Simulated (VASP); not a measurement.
The system is CuO.

```
Cu O
1.0
     1.97761   -2.13910    0.00000
     1.97761    2.13910    0.00000
     0.00000    0.00000    5.12132
Cu O
2 2
Direct
  0.50000 0.00000 0.00000
  0.00000 0.50000 0.50000
  0.50000 0.50000 0.25000
  0.50000 0.50000 0.75000
```

Base run:

| Quantity | Value |
| --- | --- |
| Program | VASP 6.6.1 |
| Functional | LDA |
| Potentials or basis | VASP PAW LDA potentials, release 64 (Cu, O) |
| Cutoff | 520 eV |
| k mesh | 9 × 9 × 5 |
| Occupations | fermi-dirac, width 0.05 eV |
| Spin | no spin polarisation |

Its results: band gap on the k mesh zero (bands 17 and 18 overlap by 0.89 eV); pressure -8.5 GPa.

Q: The run is repeated on the same cell with these changes: functional from LDA to r2SCAN; potentials or basis from VASP PAW LDA potentials, release 64 (Cu, O) to VASP PAW PBE potentials, release 64 (Cu, O). What comes out?

A: Band gap on the k mesh zero (bands 17 and 18 overlap by 0.87 eV); pressure -0.7 GPa.

Caveats: semilocal functionals often make such compounds metallic where correlation or magnetic order opens a gap, which also shifts bond lengths; the cell stands under tension (at least some runs); the PAW data sets were made with another functional, which shifts forces and pressure a little (at least some runs).
